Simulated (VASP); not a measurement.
Set up this calculation in VASP 6.6.1, as the native input.

- Task: single point
- Functional: PBE
- Potentials or basis: VASP PAW PBE potentials, release 64 (K_sv, Ba_sv)
- Cutoff: 520 eV
- k mesh: 3 × 3 × 4
- Occupations: gaussian, width 0.1 eV
- Spin: no spin polarisation
- Dipole correction: no
- Further INCAR settings: ALGO = Normal; EDIFF = 1e-06; NBANDS = 38

The structure of KBa lies in POSCAR:

```
KBa
1.0
    6.7273676932      0.0000000000      0.0000000000
   -3.3636838466      5.8260713229      0.0000000000
    0.0000000000      0.0000000000      5.4277625706
K Ba
3 3
Direct
    0.5000000000      0.0000000000      0.0000000000
    0.5000000000      0.5000000000      0.0000000000
    0.0000000000      0.5000000000      0.0000000000
    0.0000000000      0.0000000000      0.0000000000
    0.3333333333      0.6666666667      0.5000000000
    0.6666666667      0.3333333333      0.5000000000
```

One way to write it, as run:

INCAR

```
PREC = Accurate ; ENCUT = 520
EDIFF = 1E-6 ; ISMEAR = 0
SIGMA = 0.1 ; LREAL = False
LASPH = True ; NELM = 100
ALGO = Normal ; ISIF = 2
LWAVE = False ; LCHARG = False
GGA = PE ; NBANDS = 38
```

KPOINTS

```
regular mesh
0
Gamma
  3 3 4
```

Potentials or basis: VASP PAW PBE potentials, release 64 (K_sv, Ba_sv).

The run is started by

```bash
$ cat potpaw_PBE.64/K_sv/POTCAR potpaw_PBE.64/Ba_sv/POTCAR > POTCAR
$ mpirun -np 1 vasp_std > vasp.out
```

Results of the run:

| Item | Value |
| --- | --- |
| Pressure | 11.6 GPa |
| Band gap on the k mesh | zero (an odd number of electrons rules out a gap without spin polarisation) |

Caveat: the cell stands under pressure; spin-orbit coupling is left out, which moves the levels of the heavy elements.

Run time: 56 s on 1 thread of AMD EPYC 9R14 (Zen 4), on a shared host, peak memory 0.29 GiB.
